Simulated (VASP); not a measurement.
Here is a VASP 6.6.1 calculation.

Contents of INCAR:

```
PREC = Accurate
ENCUT = 500
EDIFF = 1E-6
ISMEAR = 0
SIGMA = 0.05
LREAL = F
LASPH = T
NELM = 200
ALGO = Normal
ISIF = 2
LWAVE = F
LCHARG = F
ISPIN = 2
MAGMOM = 0.41 0
LORBIT = 11
LMAXMIX = 4
GGA = PS
NBANDS = 21
GGA_COMPAT = F
```

File KPOINTS:

```
regular mesh
0
Gamma
  10 10 10
```

Contents of POSCAR:

```
MoSe
1.0
    0.0000000000      2.5807626470      2.5807626470
    2.5807626470      0.0000000000      2.5807626470
    2.5807626470      2.5807626470      0.0000000000
Mo Se
1 1
Direct
    0.5000000000      0.5000000000      0.5000000000
    0.0000000000      0.0000000000      0.0000000000
```

Potentials or basis: VASP PAW PBE potentials, release 64 (Mo_sv, Se).

Run with:

```sh
$ cat potpaw_PBE.64/Mo_sv/POTCAR potpaw_PBE.64/Se/POTCAR > POTCAR
$ mpirun -np 1 vasp_std > vasp.out
```

Question: Predict the site moments.

Answer: Mo +0.27; Se +0.01 μB.

Question: What does it give for the net moment?

Answer: 0.30 μB per cell.

Question: What does it give for the pressure?

Answer: -0.6 GPa.

Caveat: the PAW data sets were made with another functional, which shifts forces and pressure a little.
